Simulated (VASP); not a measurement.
Crystal: Hf4C.

```
Hf C
1.0
    -3.54068    3.54068    2.23821
     3.54068   -3.54068    2.23821
     3.54068    3.54068   -2.23821
Hf C
4 1
Cartesian
  4.7548 0.0000 0.0000
  2.3266 0.0000 0.0000
  0.0000 4.7548 0.0000
  0.0000 2.3266 0.0000
  0.0000 0.0000 0.0000
```

```yaml
Program: VASP 6.6.1
Task: relaxation of cell and atoms
Functional: PBE
Potentials_or_basis: VASP PAW PBE potentials, release 64 (Hf_pv, C)
Cutoff: 600 eV
k_mesh: 4 × 4 × 4
Occupations: gaussian, width 0.2 eV
Spin: no spin polarisation
```

At the start: pressure 12.8 GPa; volume 22.45 Å³/atom.

Q: Where does the relaxation end?

A: Over 18 steps the energy falls by 1131.8 meV/atom and the volume is 21.36 Å³/atom (-4.9 %); space group I4/mmm (No. 139, to 0.05 Å).

Step by step:
```csv
step,energy change (eV),largest force (eV/Å),pressure (GPa),volume (Å³)
1,0.0000,7.2864,12.80,112.24
2,-2.6665,1.9653,-4.48,143.77
3,-3.5424,0.5020,-3.69,131.04
4,-3.5439,0.5949,-3.56,130.63
5,-3.5435,0.6843,-3.43,130.25
6,-3.7566,0.1913,2.10,121.61
7,-3.7581,0.2606,2.56,121.01
8,-3.9382,0.1407,2.28,119.57
9,-4.5677,0.3611,1.15,114.42
10,-5.3740,0.6930,5.96,100.25
11,-5.4570,0.9103,1.47,106.76
12,-5.5565,0.9226,2.96,103.61
13,-5.5841,0.0427,-1.35,107.23
14,-5.6262,0.3345,0.36,105.62
15,-5.6570,0.0894,0.83,106.05
16,-5.6572,0.0501,0.77,106.02
17,-5.6581,0.0002,-0.59,107.34
18,-5.6591,0.0207,-0.02,106.79
```

Final structure:
```
Hf C
1.0
    -3.99489    3.99489    1.67281
     3.99489   -3.99489    1.67281
     3.99489    3.99489   -1.67281
Hf C
4 1
Direct
  0.00000 0.72934 0.72934
  0.00000 0.27066 0.27066
  0.72934 0.00000 0.72934
  0.27066 0.00000 0.27066
  0.00000 0.00000 0.00000
```

Caveat: the k points lie up to 0.51 Å⁻¹ apart in the final cell; the relaxation stopped at a loose force limit of 0.08 eV/Å, so its end isn't a converged minimum.
